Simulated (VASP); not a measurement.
A run of VASP 6.6.1 is set up as follows.

The input POSCAR:

```
Al2SbP3
1.0
    3.7026098375      0.0000000026      0.0000000000
   -1.8513049210      3.2065541783      0.0000000000
    0.0000000000      0.0000000000      9.0536659382
Al Sb P
2 1 3
Direct
    0.3333333333      0.6666666667      0.8437432345
    0.6666666667      0.3333333333      0.1562567655
    0.0000000000      0.0000000000      0.5000000000
    0.3333333333      0.6666666667      0.3104388969
    0.6666666667      0.3333333333      0.6895611031
    0.0000000000      0.0000000000      0.0000000000
```

File INCAR.step1:

```
SYSTEM = Al2SbP3
PREC = Accurate
ENCUT = 520
ISMEAR = -1
SIGMA = 0.03
LREAL = .FALSE.
LASPH = .TRUE.
NELM = 100
NBANDS = 22
GGA = PE
ALGO = Normal
EDIFF = 1E-4
LWAVE = .TRUE.
LCHARG = .FALSE.
```

Contents of INCAR.step2:

```
SYSTEM = Al2SbP3
PREC = Accurate
ENCUT = 520
EDIFF = 1E-6
ISMEAR = -1
SIGMA = 0.03
LREAL = .FALSE.
LASPH = .TRUE.
NELM = 100
ALGO = Normal
ISIF = 2
LWAVE = .FALSE.
LCHARG = .FALSE.
METAGGA = R2SCAN
LMIXTAU = .TRUE.
LUSE_VDW = .TRUE.
IVDW_NL = 2
BPARAM = 11.95
CPARAM = 0.0093
NBANDS = 22
ISTART = 1
```

The input KPOINTS:

```
regular mesh
0
G
  12 12 4
  0 0 0
```

Potentials or basis: VASP PAW PBE potentials, release 64 (Al, Sb, P).

Launch:

```console
$ cat potpaw_PBE.64/Al/POTCAR potpaw_PBE.64/Sb/POTCAR potpaw_PBE.64/P/POTCAR > POTCAR
$ cp INCAR.step1 INCAR
$ mpirun -np 1 vasp_std > vasp.out
$ cp INCAR.step2 INCAR
$ mpirun -np 1 vasp_std > vasp.out
```

Q: What does it give for the band gap on the k mesh?

A: Zero (bands 13 and 14 overlap by 2.48 eV).

Q: What does it give for the pressure?

A: -0.1 GPa.

Q: Predict the largest force.

A: 0.041 eV/Å.

Forces on the atoms (eV/Å):
```
Al   0.000  0.000 -0.012
Al   0.000  0.000  0.012
Sb   0.000  0.000  0.000
P    0.000  0.000 -0.041
P    0.000  0.000  0.041
P    0.000  0.000  0.000
```

Caveat: the PAW data sets were made with another functional, which shifts forces and pressure a little; spin-orbit coupling is left out, which moves the levels of the heavy elements.
